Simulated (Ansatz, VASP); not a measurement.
Two plane-wave programs on LiCl

```xyz
2
Lattice="0.0000 2.5421 2.5421 2.5421 0.0000 2.5421 2.5421 2.5421 0.0000" Properties=species:S:1:pos:R:3 pbc="T T T"
Li    0.0000    0.0000    0.0000
Cl    2.5421    2.5421    2.5421
```

Alike in both runs: task electric field gradients; functional PBE; k mesh 9 × 9 × 9; occupations fermi-dirac, width 0.02 eV; no spin polarisation.

```csv
,VASP,Ansatz
version,VASP 6.6.1,Ansatz 0.2.0
potentials or method,"VASP PAW PBE potentials, release 64 (Li_sv, Cl)","plane-wave PAW, scalar-relativistic"
plane-wave cutoff (eV),520,420
valence electrons in the cell,10,10
```

|  | VASP | Ansatz | Ansatz less VASP |
| --- | --- | --- | --- |
| gap on the k mesh at the Fermi level (eV) | 6.50 | 6.48 | -0.013 |

The functional is the same, so the differences come from potentials, cutoffs and numerics.

Noted on VASP's run: the cutoff is short for stress, so the pressure is rough.
